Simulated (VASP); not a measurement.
Input of a VASP 6.6.1 run:

File POSCAR:

```
HgTe
1.0
    0.0000000000      3.0268714900      3.0268714900
    3.0268714900      0.0000000000      3.0268714900
    3.0268714900      3.0268714900      0.0000000000
Hg Te
1 1
Direct
    0.0000000000      0.0000000000      0.0000000000
    0.5000000000      0.5000000000      0.5000000000
```

File INCAR.step1:

```
PREC = Accurate
ENCUT = 520
ISMEAR = -1
SIGMA = 0.1
LREAL = False
LASPH = True
NELM = 100
NBANDS = 16
GGA = PE
ALGO = Normal
EDIFF = 1E-4
LWAVE = True
LCHARG = False
```

Contents of INCAR.step2:

```
PREC = Accurate
ENCUT = 520
EDIFF = 1E-6
ISMEAR = -1
SIGMA = 0.1
LREAL = False
LASPH = True
NELM = 100
ALGO = Normal
ISIF = 2
LWAVE = False
LCHARG = False
METAGGA = R2SCAN
LMIXTAU = True
NBANDS = 16
ISTART = 1
```

File KPOINTS:

```
regular mesh
0
Gamma
  10 10 10
```

Potentials or basis: VASP PAW PBE potentials, release 64 (Hg, Te).

Command:

```console
$ cat potpaw_PBE.64/Hg/POTCAR potpaw_PBE.64/Te/POTCAR > POTCAR
$ cp INCAR.step1 INCAR
$ mpirun -np 1 vasp_std > vasp.out
$ cp INCAR.step2 INCAR
$ mpirun -np 1 vasp_std > vasp.out
```

(1) What does it give for the band gap on the k mesh?

(2) Estimate the pressure.

Answers

(1) zero (band 9 reaches 4.74 eV, above the bottom of band 10 at 2.00 eV).

(2) 1.2 GPa.

Caveat: the PAW data sets were made with another functional, which shifts forces and pressure a little; spin-orbit coupling is left out, which moves the levels of the heavy elements.
